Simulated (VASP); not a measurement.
# AlGa3N4 (P1) in VASP: single point with r2SCAN

Aim: the single point of AlGa3N4 with r2SCAN.

All numbers are computed with VASP 6.6.1; they aren't measurements. Logs are shortened: lines on timing, memory, paths and dates and some standing lists are left out, and cuts for length are marked.

## 1. The cell of the first run

The typed cell holds 8 atoms: a = 4.472 Å, b = 4.472 Å, c = 4.472 Å, α = 90.00°, β = 90.00°, γ = 90.00°.

## 2. Single point, r2SCAN (atoms moved at random)

The input, POSCAR:

```
AlGa3N4
1.0
    4.4716853600      0.0000000000      0.0000000000
    0.0000000000      4.4716853600      0.0000000000
    0.0000000000      0.0000000000      4.4716853600
Al Ga N
1 3 4
Direct
    0.0032107102      0.0091356419      0.0030573312
    0.4925810100      0.5059468964      0.0016888909
    0.5030260992      0.0046861505      0.4987077336
    0.0028642911      0.5024953395      0.5036393848
    0.7563296244      0.7472226074      0.2383561614
    0.7624369075      0.2381158209      0.7473944202
    0.2320711613      0.7499307158      0.7510652377
    0.2474801963      0.2424668276      0.2560908401
```

The input, INCAR.step1:

```
SYSTEM = AlGa3N4
PREC = Accurate
ENCUT = 520
ISMEAR = 0
SIGMA = 0.05
LREAL = .False.
LASPH = .True.
NELM = 80
NBANDS = 41
GGA = PE
ALGO = Normal
EDIFF = 1E-4
LWAVE = .True.
LCHARG = .False.
```

The input, INCAR.step2:

```
SYSTEM = AlGa3N4
PREC = Accurate
ENCUT = 520
EDIFF = 1E-6
ISMEAR = 0
SIGMA = 0.05
LREAL = .False.
LASPH = .True.
NELM = 80
ALGO = Normal
ISIF = 2
LWAVE = .False.
LCHARG = .True.
METAGGA = R2SCAN
LMIXTAU = .True.
LELF = .True.
LVHAR = .True.
NBANDS = 41
ISTART = 1
```

The input, KPOINTS:

```
Automatic mesh
0
Gamma
  6 6 6
  0 0 0
```

Potentials or basis: VASP PAW PBE potentials, release 64 (Al, Ga_d, N).

Command:

```
> cat potpaw_PBE.64/Al/POTCAR potpaw_PBE.64/Ga_d/POTCAR potpaw_PBE.64/N/POTCAR > POTCAR
> cp INCAR.step1 INCAR
> mpirun -np 1 vasp_std > vasp.out
> cp INCAR.step2 INCAR
> mpirun -np 1 vasp_std > vasp.out
```

OUTCAR:

```text
SYSTEM = AlGa3N4
   PREC = Accurate
   ENCUT = 520
   EDIFF = 1E-6
   ISMEAR = 0
   LREAL = .False.
   LASPH = .True.
   NELM = 80
   ISIF = 2
   METAGGA = R2SCAN
   ISTART = 1

 ion  position               nearest neighbor table
   1  0.003  0.009  0.003-   6 1.87   8 1.89   7 1.91   5 1.92   2 3.12   2 3.14   4 3.14
   2  0.493  0.506  0.002-   5 1.92   7 1.95   8 1.97   6 2.05   1 3.12   1 3.14
   3  0.503  0.005  0.499-   8 1.90   6 1.92   5 1.99   7 2.01
   4  0.003  0.502  0.504-   7 1.87   6 1.93   8 1.94   5 1.95   1 3.14
   5  0.756  0.747  0.238-   2 1.92   1 1.92   4 1.95   3 1.99
   6  0.762  0.238  0.747-   1 1.87   3 1.92   4 1.93   2 2.05
   7  0.232  0.750  0.751-   4 1.87   1 1.91   2 1.95   3 2.01
   8  0.247  0.242  0.256-   1 1.89   3 1.90   4 1.94   2 1.97

  LATTYP: Found a simple cubic cell.
 ALAT       =     4.4716853600

  Lattice vectors:

 A1 = (   4.4716853600,   0.0000000000,   0.0000000000)
 A2 = (   0.0000000000,   4.4716853600,   0.0000000000)
 A3 = (   0.0000000000,   0.0000000000,   4.4716853600)

Analysis of symmetry for initial positions (statically):
=====================================================================
 Subroutine PRICEL returns:
 Original cell was already a primitive cell.

 Routine SETGRP: Setting up the symmetry group for a
 simple cubic supercell.

 Subroutine GETGRP returns: Found  1 space group operations
 (whereof  1 operations were pure point group operations)
 out of a pool of 48 trial point group operations.

The static configuration has the point symmetry C_1 .

Analysis of symmetry for dynamics (positions and initial velocities):
=====================================================================
 Subroutine PRICEL returns:
 Original cell was already a primitive cell.

 Routine SETGRP: Setting up the symmetry group for a
 simple cubic supercell.

 Subroutine GETGRP returns: Found  1 space group operations
 (whereof  1 operations were pure point group operations)
 out of a pool of 48 trial point group operations.

The dynamic configuration has the point symmetry C_1 .

 Subroutine INISYM returns: Found  1 space group operations
 (whereof  1 operations are pure point group operations),
 and found     1 'primitive' translations

----------------------------------------------------------------------------------------

                                     Primitive cell

  volume of cell :      89.4157

  direct lattice vectors                    reciprocal lattice vectors
     4.471685360  0.000000000  0.000000000     0.223629330  0.000000000  0.000000000
     0.000000000  4.471685360  0.000000000     0.000000000  0.223629330  0.000000000
     0.000000000  0.000000000  4.471685360     0.000000000  0.000000000  0.223629330

  length of vectors
     4.471685360  4.471685360  4.471685360     0.223629330  0.223629330  0.223629330

  position of ions in fractional coordinates (direct lattice)
     0.003210710  0.009135642  0.003057331
     0.492581010  0.505946896  0.001688891
     0.503026099  0.004686150  0.498707734
     0.002864291  0.502495340  0.503639385
     0.756329624  0.747222607  0.238356161
     0.762436908  0.238115821  0.747394420
     0.232071161  0.749930716  0.751065238
     0.247480196  0.242466828  0.256090840

  ion indices of the primitive-cell ions
   primitive index   ion index
                 1           1
                 2           2
                 3           3
                 4           4
                 5           5
                 6           6
                 7           7
                 8           8

----------------------------------------------------------------------------------------

 KPOINTS: Automatic mesh

Automatic generation of k-mesh.
 Grid dimensions read from file:
 generate k-points for:    6    6    6

 Generating k-lattice:

  Cartesian coordinates                     Fractional coordinates (reciprocal lattice)
     0.037271555  0.000000000  0.000000000     0.166666667  0.000000000  0.000000000
     0.000000000  0.037271555  0.000000000     0.000000000  0.166666667  0.000000000
     0.000000000  0.000000000  0.037271555     0.000000000  0.000000000  0.166666667

  Length of vectors
     0.037271555  0.037271555  0.037271555

  Shift w.r.t. Gamma in fractional coordinates (k-lattice)
     0.000000000  0.000000000  0.000000000

 Subroutine IBZKPT returns following result:
 ===========================================

 Found    112 irreducible k-points:

 Following reciprocal coordinates:
            Coordinates               Weight
  0.000000  0.000000  0.000000      1.000000
  0.166667  0.000000  0.000000      2.000000
  0.000000  0.166667  0.000000      2.000000
  0.000000  0.000000  0.166667      2.000000
  0.333333  0.000000  0.000000      2.000000
  0.000000  0.333333  0.000000      2.000000
[... 16 lines left out ...]
  0.000000 -0.333333  0.166667      2.000000
 -0.166667  0.000000  0.333333      2.000000
 [... further k-points ...]
   k-points           NKPTS =    112   k-points in BZ     NKDIM =    112   number of bands    NBANDS=     41
   number of dos      NEDOS =    301   number of ions     NIONS =      8
   total plane-waves  NPLWV =  46656
   dimension x,y,z NGX =    36 NGY =   36 NGZ =   36
   dimension x,y,z NGXF=    72 NGYF=   72 NGZF=   72
   ions per type =               1   3   4
   NGX,Y,Z   is equivalent  to a cutoff of  13.38, 13.38, 13.38 a.u.
   NGXF,Y,Z  is equivalent  to a cutoff of  26.77, 26.77, 26.77 a.u.
 SYSTEM =  AlGa3N4
   PREC   = accura    normal or accurate (medium, high low for compatibility)
   ISTART =      1    job   : 0-new  1-cont  2-samecut
   ICHARG =      0    charge: 1-file 2-atom 10-const
   ISPIN  =      1    spin polarized calculation?
   LNONCOLLINEAR =      F non collinear calculations
   LSORBIT =      F    spin-orbit coupling
   LASPH  =      T    aspherical Exc in radial PAW
   ENCUT  =  520.0 eV  38.22 Ry    6.18 a.u.   8.31  8.31  8.31*2*pi/ulx,y,z
   NELM   =     80;   NELMIN=  2; NELMDL=  0     # of ELM steps
   EDIFF  = 0.1E-05   stopping-criterion for ELM
   LREAL  =      F    real-space projection
   EDIFFG = 0.1E-04   stopping-criterion for IOM
   NSW    =      0    number of steps for IOM
   IBRION =     -1    ionic relax: 0-MD 1-quasi-New 2-CG
   NFREE  =      0    steps in history (QN), initial steepest desc. (CG)
   ISIF   =      2    stress and relaxation
   ISYM   =      2    0-nonsym 1-usesym 2-fastsym
   POTIM  = 0.5000    time-step for ionic-motion
   TEBEG  =    0.0;   TEEND  =   0.0 temperature during run
   PSTRESS=    0.0 pullay stress
   NELECT =      62.0000    total number of electrons
   NUPDOWN=      -1.0000    fix difference up-down
   EMIN   =  10.00;   EMAX   =-10.00  energy-range for DOS
   EFERMI =   0.00;   METHOD = LEGACY
   ISMEAR =     0;   SIGMA  =   0.05  broadening in eV -4-tet -1-fermi 0-gaus
   EFERMI_NEDOS =   21; number of points for ismear=-14 and -15
   IALGO  =     38    algorithm
   IMIX   =      4    mixing-type and parameters
     AMIX     =   0.40;   BMIX     =  1.00
     AMIX_MAG =   1.60;   BMIX_MAG =  1.00
  volume/ion in A,a.u.               =      11.18        75.43
  Fermi-wavevector in a.u.,A,eV,Ry     =   1.448997  2.738207 28.566688  2.099592
  Thomas-Fermi vector in A             =   2.566774
   LORBIT       =      0    0 simple, 1 ext, 2 COOP (PROOUT), +10 PAW based schemes
   METAGGA = R2SCAN    functional components
   LHFCALC =     F    Hartree Fock is set to
   AEXX    =    0.0000 exact exchange contribution
   IVDW    =     0    specifies the selected vdW correction
   LEPSILON=     F    determine dielectric tensor
   LRPA    =     F    only Hartree local field effects (RPA)
 non-spin polarized calculation
 Gauss-broadening in eV      SIGMA  =   0.05
  energy-cutoff  :      520.00
  volume of cell :       89.42
 maximum number of plane-waves:      2469
 NGX is ok and might be reduce to    36
   NGX = 17   NGY = 17   NGZ = 17

 number of electron      62.0000001 magnetization

 Free energy of the ion-electron system (eV)
  ---------------------------------------------------
  ext. energy  EPLUGINS =         0.00000000
  ---------------------------------------------------
  free energy    TOTEN  =       -84.67984171 eV

  energy without entropy =      -84.67984171  energy(sigma->0) =      -84.67984171

 E-fermi :   5.5491     XC(G=0): -12.3580

 val. band max:        5.2822412709   @ k =   0.0000   0.0000   0.0000
 cond. band min:       7.9132894270   @ k =   0.0000   0.0000   0.0000
 fundamental gap:      2.6310481561
 Fermi energy:         5.5490858397

 k-point     1 :       0.0000    0.0000    0.0000
  band No.  band energies     occupation
      1     -11.3387      2.00000
      2     -10.0532      2.00000
      3      -9.9341      2.00000
      4      -9.8808      2.00000
      5      -8.3893      2.00000
      6      -8.3723      2.00000
[... 33 lines left out ...]
     40      16.6680      0.00000
     41      16.7994      0.00000

 k-point     2 :       0.1667    0.0000    0.0000
  band No.  band energies     occupation
      1     -11.2292      2.00000
      2     -10.0619      2.00000
      3      -9.9780      2.00000
      4      -9.8832      2.00000
      5      -8.3867      2.00000
      6      -8.3731      2.00000
[... 33 lines left out ...]
     40      16.8813      0.00000
     41      16.9377      0.00000

 k-point     3 :       0.0000    0.1667    0.0000
  band No.  band energies     occupation
      1     -11.2286      2.00000
      2     -10.0835      2.00000
      3      -9.9398      2.00000
      4      -9.9011      2.00000
      5      -8.3880      2.00000
      6      -8.3733      2.00000
[... 875 lines left out ...]
      2     -10.2053      2.00000
      3      -9.9884      2.00000
      4      -9.9478      2.00000
      5      -8.3731      2.00000
      6      -8.3411      2.00000
[... 33 lines left out ...]
     40      16.4980      0.00000
     41      16.6468      0.00000

 k-point    24 :      -0.1667    0.0000    0.3333
  band No.  band energies     occupation
      1     -10.8565      2.00000
      2     -10.2109      2.00000
      3      -9.9889      2.00000
      4      -9.9413      2.00000
      5      -8.3699      2.00000
      6      -8.3519      2.00000
[... 33 lines left out ...]
     40      16.3332      0.00000
     41      16.8253      0.00000

 [... further k-points ...]

------------------------ aborting loop because EDIFF is reached ----------------------------------------

  FORCE on cell =-STRESS in cart. coord.  units (eV):
  Direction    XX          YY          ZZ          XY          YZ          ZX
  --------------------------------------------------------------------------------------
  -------------------------------------------------------------------------------------
  Total        0.2368422      0.2889074      0.3628327      0.4737152      0.2432358      1.5666993
  in kB        4.2438109      5.1767302      6.5013465      8.4881726      4.3583726     28.0725931
  external PRESSURE =       5.3072959 kB  Pullay stress =       0.0000000 kB

 VOLUME and BASIS-vectors are now :
 -----------------------------------------------------------------------------
  energy-cutoff  :      520.00
  volume of cell :       89.42
      direct lattice vectors                 reciprocal lattice vectors
     4.471685360  0.000000000  0.000000000     0.223629330  0.000000000  0.000000000
     0.000000000  4.471685360  0.000000000     0.000000000  0.223629330  0.000000000
     0.000000000  0.000000000  4.471685360     0.000000000  0.000000000  0.223629330

 POSITION                                       TOTAL-FORCE (eV/Angst)
 -----------------------------------------------------------------------------------
      0.01436      0.04085      0.01367        -0.288357     -0.804645     -0.097273
      2.20267      2.26244      0.00755         0.409714     -0.576686     -0.414002
      2.24937      0.02095      2.23006         0.137921     -0.940354      0.207483
      0.01281      2.24700      2.25212        -0.671581     -0.317831     -0.555142
      3.38207      3.34134      1.06585         0.033233      0.771151      0.281093
      3.40938      1.06478      3.34211        -0.610262      0.592447      0.851246
      1.03775      3.35345      3.35853         1.151564      0.996969      0.690058
      1.10665      1.08424      1.14516        -0.162232      0.278949     -0.963463
 -----------------------------------------------------------------------------------
    total drift:                               -0.013536     -0.010385     -0.000946

  FREE ENERGIE OF THE ION-ELECTRON SYSTEM (eV)
  ---------------------------------------------------
  free  energy   TOTEN  =       -84.6798417065 eV

  energy  without entropy=      -84.6798417065  energy(sigma->0) =      -84.67984171
```

It took 43 min on 1 thread of Intel Xeon 8259CL, shared host; peak memory 0.42 GiB.

What came out:

```
Free energy            : -84.6798 eV
Pressure               : 0.5 GPa
Largest force          : 1.672 eV/Å
Band gap on the k mesh : 2.63 eV
```

Forces on the atoms (eV/Å):
```
Al  -0.288 -0.805 -0.097
Ga   0.410 -0.577 -0.414
Ga   0.138 -0.940  0.207
Ga  -0.672 -0.318 -0.555
N    0.033  0.771  0.281
N   -0.610  0.592  0.851
N    1.152  0.997  0.690
N   -0.162  0.279 -0.963
```

Stress tensor (GPa, compression positive):
```
0.42 0.85 2.81
0.85 0.52 0.44
2.81 0.44 0.65
```

Levels at points of the mesh, in eV from the valence-band top:
| k point | band 28 | band 29 | band 30 | band 31 | band 32 | band 33 | band 34 | band 35 |
| --- | --- | --- | --- | --- | --- | --- | --- | --- |
| (0.00, 0.00, 0.00) | -2.51 | -0.28 | -0.10 | 0.00 | 2.63 | 3.63 | 3.77 | 3.93 |
| (0.50, 0.00, 0.00) | -1.76 | -1.55 | -1.41 | -1.24 | 5.27 | 5.44 | 6.54 | 6.73 |
| (0.00, 0.50, 0.00) | -1.78 | -1.51 | -1.37 | -1.28 | 5.26 | 5.35 | 6.53 | 6.68 |
| (0.00, 0.00, 0.50) | -1.71 | -1.61 | -1.31 | -1.29 | 5.26 | 5.33 | 6.55 | 6.67 |
| (0.50, 0.50, 0.00) | -1.18 | -1.14 | -0.99 | -0.73 | 6.87 | 7.14 | 7.60 | 7.77 |
| (0.00, 0.50, 0.50) | -1.26 | -1.08 | -1.03 | -0.70 | 7.05 | 7.34 | 7.36 | 7.65 |
| (0.50, 0.00, 0.50) | -1.29 | -1.13 | -0.93 | -0.72 | 6.96 | 7.05 | 7.70 | 7.78 |
| (0.50, 0.50, 0.50) | -0.89 | -0.85 | -0.80 | -0.58 | 5.26 | 5.37 | 5.51 | 6.78 |

Caveat: the cell differs from its parent crystal (atoms moved at random); the PAW data sets were made with another functional, which shifts forces and pressure a little.
